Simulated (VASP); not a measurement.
Set up this calculation in VASP 6.6.1, as the native input.

```yaml
Task: single point
Functional: r2SCAN
Potentials_or_basis: VASP PAW PBE potentials, release 64 (Al, P)
Cutoff: 550 eV
k_mesh: 12 × 12 × 12
Occupations: fermi-dirac, width 0.08 eV
Spin: no spin polarisation
Dipole_correction: no
Further_INCAR_settings: ALGO = Normal; EDIFF = 1e-06; NBANDS = 11
```

AlP (zincblende type):

```
CELL_PARAMETERS angstrom
0.00000 2.68338 2.68338
2.68338 0.00000 2.68338
2.68338 2.68338 0.00000
ATOMIC_POSITIONS crystal
Al 0.00000 0.00000 0.00000
P 0.25000 0.25000 0.25000
```

This cell differs from its parent crystal: volume scaled by 0.94.

One way to write it, as run:

POSCAR

```
AlP
1.0
    0.0000000000      2.6833784921      2.6833784921
    2.6833784921      0.0000000000      2.6833784921
    2.6833784921      2.6833784921      0.0000000000
Al P
1 1
Direct
    0.0000000000      0.0000000000      0.0000000000
    0.2500000000      0.2500000000      0.2500000000
```

INCAR.step1

```
PREC = Accurate
ENCUT = 550
ISMEAR = -1
SIGMA = 0.08
LREAL = False
LASPH = True
NELM = 120
NBANDS = 11
GGA = PE
ALGO = Normal
EDIFF = 1E-5
LWAVE = True
LCHARG = False
GGA_COMPAT = False
```

INCAR.step2

```
PREC = Accurate
ENCUT = 550
EDIFF = 1E-6
ISMEAR = -1
SIGMA = 0.08
LREAL = False
LASPH = True
NELM = 120
ALGO = Normal
ISIF = 2
LWAVE = False
LCHARG = False
METAGGA = R2SCAN
LMIXTAU = True
NBANDS = 11
ISTART = 1
GGA_COMPAT = False
```

KPOINTS

```
regular mesh
0
Gamma
  12 12 12
```

Potentials or basis: VASP PAW PBE potentials, release 64 (Al, P).

Launch:

```bash
$ cat potpaw_PBE.64/Al/POTCAR potpaw_PBE.64/P/POTCAR > POTCAR
$ cp INCAR.step1 INCAR
$ mpirun -np 1 vasp_std > vasp.out
$ cp INCAR.step2 INCAR
$ mpirun -np 1 vasp_std > vasp.out
```

Results of the run:

The pressure is 6.0 GPa and the band gap on the k mesh is 1.81 eV, indirect (least direct gap 4.10 eV).

Caveat: the PAW data sets were made with another functional, which shifts forces and pressure a little.

Wall time 72 s on 1 thread of Intel(R) Xeon(R) 6975P-C (Granite Rapids), with other jobs on the host, peak memory 0.18 GiB.
